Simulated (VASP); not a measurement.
Write the native input for VASP 6.6.1 that does the following.

- Task: single point
- Functional: PBEsol
- Potentials or basis: VASP PAW PBE potentials, release 64 (Ta_pv, N)
- Cutoff: 520 eV
- k mesh: 12 × 12 × 18
- Occupations: gaussian, width 0.15 eV
- Spin: no spin polarisation
- Dipole correction: no
- Further INCAR settings: ALGO = Normal; EDIFF = 1e-07; NBANDS = 33

The structure of TaN lies in POSCAR:

```
TaN
1.0
    5.3517882112      0.0000000000      0.0000000000
   -2.6758941056      4.6347845466      0.0000000000
    0.0000000000      0.0000000000      2.7465875889
Ta N
3 3
Direct
    0.0000000000      0.0000000000      0.0000000000
    0.3333333333      0.6666666667      0.5000000000
    0.6666666667      0.3333333333      0.5000000000
    0.5000000000      0.0000000000      0.0000000000
    0.5000000000      0.5000000000      0.0000000000
    0.0000000000      0.5000000000      0.0000000000
```

This cell differs from its parent crystal: ratio of the length along z to the lengths across it x 0.92, volume and fractional coordinates fixed.

One way to write it, as run:

INCAR

```
SYSTEM = TaN
PREC = Accurate
ENCUT = 520
EDIFF = 1E-7
ISMEAR = 0
SIGMA = 0.15
LREAL = .False.
LASPH = .True.
NELM = 60
ALGO = Normal
ISIF = 2
LWAVE = .False.
LCHARG = .True.
GGA = PS
LELF = .True.
LVHAR = .True.
NBANDS = 33
```

KPOINTS

```
regular mesh
0
Gamma
  12 12 18
  0 0 0
```

Potentials or basis: VASP PAW PBE potentials, release 64 (Ta_pv, N).

Command:

```sh
$ cat potpaw_PBE.64/Ta_pv/POTCAR potpaw_PBE.64/N/POTCAR > POTCAR
$ mpirun -np 1 vasp_std > vasp.out
```

Results of the run:

```
Pressure               : 9.4 GPa
Band gap on the k mesh : zero (bands 24 and 25 overlap by 2.45 eV)
```

Caveat: the cell stands under pressure; the PAW data sets were made with another functional, which shifts forces and pressure a little; spin-orbit coupling is left out, which moves the levels of the heavy elements.

It took 2.9 min on 1 thread of AMD EPYC 9R45 96-Core Processor (Zen 5), with other jobs on the host, peak memory 0.39 GiB.
